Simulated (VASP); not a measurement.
# LiF (Pm-3m) in VASP: single point with PBE

Aim: the single point of LiF with PBE.

Everything below comes from runs of VASP 6.6.1. Logs are shortened: lines on timing, memory, paths and dates and some standing lists are left out, and cuts for length are marked.

## (1) The cell of the first run

It takes space group Pm-3m (No. 221, cubic). The conventional cell has a = 2.560 Å, b = 2.560 Å, c = 2.560 Å, α = 90.00°, β = 90.00°, γ = 90.00°. F (site symmetry m-3m) has 8 Li at 2.22 Å and 6 F at 2.56 Å within 2.9 Å. Li (site symmetry m-3m) has 8 F at 2.22 Å and 6 Li at 2.56 Å within 2.9 Å.

## (2) Single point, PBE

INCAR

```
PREC = Accurate ; ENCUT = 750
EDIFF = 1E-6 ; ISMEAR = -1
SIGMA = 0.05 ; LREAL = False
LASPH = True ; NELM = 120
ALGO = Normal ; ISIF = 2
LWAVE = False ; LCHARG = True
GGA = PE ; LELF = True
LVHAR = True ; NBANDS = 12
GGA_COMPAT = False
```

KPOINTS

```
Automatic mesh
0
Gamma
  10 10 10
```

POSCAR

```
LiF
1.0
    2.5595330000      0.0000000000      0.0000000000
    0.0000000000      2.5595330000      0.0000000000
    0.0000000000      0.0000000000      2.5595330000
F Li
1 1
Direct
    0.5000000000      0.5000000000      0.5000000000
    0.0000000000      0.0000000000      0.0000000000
```

Potentials or basis: VASP PAW PBE potentials, release 64 (F, Li_sv).

Run with:

```sh
$ cat potpaw_PBE.64/F/POTCAR potpaw_PBE.64/Li_sv/POTCAR > POTCAR
$ mpirun -np 1 vasp_std > vasp.out
```

OUTCAR:

```text
PREC = Accurate
   ENCUT = 750
   EDIFF = 1E-6
   ISMEAR = -1
   LREAL = False
   LASPH = True
   NELM = 120
   ISIF = 2
   GGA = PE

 ion  position               nearest neighbor table
   1  0.500  0.500  0.500-   2 2.22   2 2.22   2 2.22   2 2.22   2 2.22   2 2.22   2 2.22   2 2.22

   2  0.000  0.000  0.000-   1 2.22   1 2.22   1 2.22   1 2.22   1 2.22   1 2.22   1 2.22   1 2.22

  LATTYP: Found a simple cubic cell.
 ALAT       =     2.5595330000

  Lattice vectors:

 A1 = (   2.5595330000,   0.0000000000,   0.0000000000)
 A2 = (   0.0000000000,   2.5595330000,   0.0000000000)
 A3 = (   0.0000000000,   0.0000000000,   2.5595330000)

Analysis of symmetry for initial positions (statically):
=====================================================================
 Subroutine PRICEL returns:
 Original cell was already a primitive cell.

 Routine SETGRP: Setting up the symmetry group for a
 simple cubic supercell.

 Subroutine GETGRP returns: Found 48 space group operations
 (whereof 48 operations were pure point group operations)
 out of a pool of 48 trial point group operations.

The static configuration has the point symmetry O_h .

Analysis of symmetry for dynamics (positions and initial velocities):
=====================================================================
 Subroutine PRICEL returns:
 Original cell was already a primitive cell.

 Routine SETGRP: Setting up the symmetry group for a
 simple cubic supercell.

 Subroutine GETGRP returns: Found 48 space group operations
 (whereof 48 operations were pure point group operations)
 out of a pool of 48 trial point group operations.

The dynamic configuration has the point symmetry O_h .

 Subroutine INISYM returns: Found 48 space group operations
 (whereof 48 operations are pure point group operations),
 and found     1 'primitive' translations

----------------------------------------------------------------------------------------

                                     Primitive cell

  volume of cell :      16.7680

  direct lattice vectors                    reciprocal lattice vectors
     2.559533000  0.000000000  0.000000000     0.390696272  0.000000000  0.000000000
     0.000000000  2.559533000  0.000000000     0.000000000  0.390696272  0.000000000
     0.000000000  0.000000000  2.559533000     0.000000000  0.000000000  0.390696272

  length of vectors
     2.559533000  2.559533000  2.559533000     0.390696272  0.390696272  0.390696272

  position of ions in fractional coordinates (direct lattice)
     0.500000000  0.500000000  0.500000000
     0.000000000  0.000000000  0.000000000

  ion indices of the primitive-cell ions
   primitive index   ion index
                 1           1
                 2           2

----------------------------------------------------------------------------------------

 KPOINTS: Automatic mesh

Automatic generation of k-mesh.
 Grid dimensions read from file:
 generate k-points for:   10   10   10

 Generating k-lattice:

  Cartesian coordinates                     Fractional coordinates (reciprocal lattice)
     0.039069627  0.000000000  0.000000000     0.100000000  0.000000000  0.000000000
     0.000000000  0.039069627  0.000000000     0.000000000  0.100000000  0.000000000
     0.000000000  0.000000000  0.039069627     0.000000000  0.000000000  0.100000000

  Length of vectors
     0.039069627  0.039069627  0.039069627

  Shift w.r.t. Gamma in fractional coordinates (k-lattice)
     0.000000000  0.000000000  0.000000000

 Subroutine IBZKPT returns following result:
 ===========================================

 Found     56 irreducible k-points:

 Following reciprocal coordinates:
            Coordinates               Weight
  0.000000  0.000000  0.000000      1.000000
  0.100000  0.000000  0.000000      6.000000
  0.200000  0.000000  0.000000      6.000000
  0.300000  0.000000  0.000000      6.000000
  0.400000  0.000000  0.000000      6.000000
  0.500000  0.000000  0.000000      3.000000
[... 16 lines left out ...]
  0.200000  0.100000  0.100000     24.000000
  0.300000  0.100000  0.100000     24.000000
 [... further k-points ...]
   k-points           NKPTS =     56   k-points in BZ     NKDIM =     56   number of bands    NBANDS=     12
   number of dos      NEDOS =    301   number of ions     NIONS =      2
   total plane-waves  NPLWV =  13824
   dimension x,y,z NGX =    24 NGY =   24 NGZ =   24
   dimension x,y,z NGXF=    48 NGYF=   48 NGZF=   48
   ions per type =               1   1
   NGX,Y,Z   is equivalent  to a cutoff of  15.59, 15.59, 15.59 a.u.
   NGXF,Y,Z  is equivalent  to a cutoff of  31.18, 31.18, 31.18 a.u.
 SYSTEM =  unknown system
   PREC   = accura    normal or accurate (medium, high low for compatibility)
   ISTART =      0    job   : 0-new  1-cont  2-samecut
   ICHARG =      2    charge: 1-file 2-atom 10-const
   ISPIN  =      1    spin polarized calculation?
   LNONCOLLINEAR =      F non collinear calculations
   LSORBIT =      F    spin-orbit coupling
   LASPH  =      T    aspherical Exc in radial PAW
   ENCUT  =  750.0 eV  55.12 Ry    7.42 a.u.   5.72  5.72  5.72*2*pi/ulx,y,z
   NELM   =    120;   NELMIN=  2; NELMDL= -5     # of ELM steps
   EDIFF  = 0.1E-05   stopping-criterion for ELM
   LREAL  =      F    real-space projection
   EDIFFG = 0.1E-04   stopping-criterion for IOM
   NSW    =      0    number of steps for IOM
   IBRION =     -1    ionic relax: 0-MD 1-quasi-New 2-CG
   NFREE  =      0    steps in history (QN), initial steepest desc. (CG)
   ISIF   =      2    stress and relaxation
   ISYM   =      2    0-nonsym 1-usesym 2-fastsym
   POTIM  = 0.5000    time-step for ionic-motion
   TEBEG  =    0.0;   TEEND  =   0.0 temperature during run
   PSTRESS=    0.0 pullay stress
   NELECT =      10.0000    total number of electrons
   NUPDOWN=      -1.0000    fix difference up-down
   EMIN   =  10.00;   EMAX   =-10.00  energy-range for DOS
   EFERMI =   0.00;   METHOD = LEGACY
   ISMEAR =    -1;   SIGMA  =   0.05  broadening in eV -4-tet -1-fermi 0-gaus
   EFERMI_NEDOS =   21; number of points for ismear=-14 and -15
   IALGO  =     38    algorithm
   IMIX   =      4    mixing-type and parameters
     AMIX     =   0.40;   BMIX     =  1.00
     AMIX_MAG =   1.60;   BMIX_MAG =  1.00
  volume/ion in A,a.u.               =       8.38        56.58
  Fermi-wavevector in a.u.,A,eV,Ry     =   1.377994  2.604032 25.835673  1.898868
  Thomas-Fermi vector in A             =   2.503097
   LORBIT       =      0    0 simple, 1 ext, 2 COOP (PROOUT), +10 PAW based schemes
   GGA     = PE    functional components
   LHFCALC =     F    Hartree Fock is set to
   AEXX    =    0.0000 exact exchange contribution
   IVDW    =     0    specifies the selected vdW correction
   LEPSILON=     F    determine dielectric tensor
   LRPA    =     F    only Hartree local field effects (RPA)
 non-spin polarized calculation
  energy-cutoff  :      750.00
  volume of cell :       16.77
 maximum number of plane-waves:       804
 NGX is ok and might be reduce to    24
   NGX = 11   NGY = 11   NGZ = 11

 number of electron      10.0000006 magnetization

 Free energy of the ion-electron system (eV)
  ---------------------------------------------------
  ext. energy  EPLUGINS =         0.00000000
  ---------------------------------------------------
  free energy    TOTEN  =        -9.05125309 eV

  energy without entropy =       -9.05125309  energy(sigma->0) =       -9.05125309

 E-fermi :   1.0898     XC(G=0):  -9.9338

 val. band max:        0.0671217262   @ k =   0.5000   0.5000   0.0000
 cond. band min:       7.5690669923   @ k =   0.0000   0.0000   0.0000
 fundamental gap:      7.5019452661
 Fermi energy:         1.0898312207

 k-point     1 :       0.0000    0.0000    0.0000
  band No.  band energies     occupation
      1     -42.7749      2.00000
      2     -20.7211      2.00000
      3      -0.6003      2.00000
      4      -0.6003      2.00000
      5      -0.6003      2.00000
      6       7.5691      0.00000
      7      18.9133      0.00000
      8      18.9133      0.00000
      9      20.9647      0.00000
     10      20.9647      0.00000
     11      20.9647      0.00000
     12      38.3888      0.00000

 k-point     2 :       0.1000    0.0000    0.0000
  band No.  band energies     occupation
      1     -42.7705      2.00000
      2     -20.6799      2.00000
      3      -0.9539      2.00000
      4      -0.5644      2.00000
      5      -0.5644      2.00000
      6       7.8124      0.00000
      7      17.4782      0.00000
      8      19.1415      0.00000
      9      20.9222      0.00000
     10      20.9222      0.00000
     11      22.9712      0.00000
     12      36.9246      0.00000

 k-point     3 :       0.2000    0.0000    0.0000
  band No.  band energies     occupation
      1     -42.7590      2.00000
      2     -20.5693      2.00000
      3      -1.7878      2.00000
      4      -0.4689      2.00000
      5      -0.4689      2.00000
      6       8.3421      0.00000
      7      15.8879      0.00000
      8      19.8258      0.00000
      9      20.7955      0.00000
     10      20.7955      0.00000
     11      26.2567      0.00000
     12      33.5818      0.00000
[... 286 lines left out ...]
 k-point    23 :       0.2000    0.1000    0.1000
  band No.  band energies     occupation
      1     -42.7507      2.00000
      2     -20.4830      2.00000
      3      -1.7179      2.00000
      4      -0.8311      2.00000
      5      -0.7258      2.00000
      6       8.9075      0.00000
      7      15.8254      0.00000
      8      17.4846      0.00000
      9      20.6996      0.00000
     10      23.7909      0.00000
     11      26.7381      0.00000
     12      31.5748      0.00000

 k-point    24 :       0.3000    0.1000    0.1000
  band No.  band energies     occupation
      1     -42.7368      2.00000
      2     -20.3380      2.00000
      3      -2.6155      2.00000
      4      -0.7335      2.00000
      5      -0.5831      2.00000
      6       9.4735      0.00000
      7      14.7268      0.00000
      8      17.7677      0.00000
      9      20.7182      0.00000
     10      23.8575      0.00000
     11      29.8086      0.00000
     12      29.8107      0.00000

 [... further k-points ...]

------------------------ aborting loop because EDIFF is reached ----------------------------------------

  FORCE on cell =-STRESS in cart. coord.  units (eV):
  Direction    XX          YY          ZZ          XY          YZ          ZX
  --------------------------------------------------------------------------------------
  -------------------------------------------------------------------------------------
  Total       -0.0542640     -0.0542640     -0.0542640      0.0000000      0.0000000     -0.0000000
  in kB       -5.1848981     -5.1848981     -5.1848981      0.0000000      0.0000000     -0.0000000
  external PRESSURE =      -5.1848981 kB  Pullay stress =       0.0000000 kB

 VOLUME and BASIS-vectors are now :
 -----------------------------------------------------------------------------
  energy-cutoff  :      750.00
  volume of cell :       16.77
      direct lattice vectors                 reciprocal lattice vectors
     2.559533000  0.000000000  0.000000000     0.390696272  0.000000000  0.000000000
     0.000000000  2.559533000  0.000000000     0.000000000  0.390696272  0.000000000
     0.000000000  0.000000000  2.559533000     0.000000000  0.000000000  0.390696272

 POSITION                                       TOTAL-FORCE (eV/Angst)
 -----------------------------------------------------------------------------------
      1.27977      1.27977      1.27977         0.000000      0.000000      0.000000
      0.00000      0.00000      0.00000         0.000000      0.000000      0.000000
 -----------------------------------------------------------------------------------
    total drift:                                0.000000      0.000000     -0.000000

  FREE ENERGIE OF THE ION-ELECTRON SYSTEM (eV)
  ---------------------------------------------------
  free  energy   TOTEN  =        -9.0512530947 eV

  energy  without entropy=       -9.0512530947  energy(sigma->0) =       -9.05125309
```

Run time: 6 s. Hardware: 1 thread of Intel Xeon Platinum 8559C (Emerald Rapids), shared host; peak memory 0.14 GiB.

Results:

```yaml
Free_energy: -9.0513 eV
Pressure: -0.5 GPa
Band_gap_on_the_k_mesh: 7.50 eV (least direct gap 8.17 eV)
```

A k mesh can miss the band edges.
